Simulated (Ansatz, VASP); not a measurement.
## Two plane-wave programs on Rh

```
Rh
1.0
     0.00000    1.89204    1.90155
     1.90155    0.00000    1.90155
     1.90155    1.89204    0.00000
Rh
1
Direct
  0.00000 0.00000 0.00000
```

Change from the starting cell: strain -0.0050 x Voigt [0, 1, 0, 0, 0, 0], atoms carried along.

Alike in both runs: task single point; functional PBEsol; k mesh 22 × 22 × 22; occupations gaussian, width 0.15 eV; no spin polarisation.

```csv
,VASP,Ansatz
version,VASP 6.6.1,Ansatz 0.2.0
potentials or method,"VASP PAW PBE potentials, release 64 (Rh_pv), cutoff 520 eV","scalar-relativistic, plane waves, PAW"
valence electrons in the cell,15,17
```

```tsv
	VASP	Ansatz	Ansatz less VASP
gap on the k mesh at the Fermi level (eV)	none	none	-
pressure (GPa)	-3.8	-3.7	+0.08
traceless stress, the component that is largest in VASP (GPa)	0.83	0.84	+0.002
```

VASP's potentials were made for PBE, not for PBEsol. A gap of «none» marks a metal or a gap that the smearing closes. VASP's potentials hold 15 valence electrons a cell and Ansatz's 17, so a difference there can come from the potentials and not from the codes.
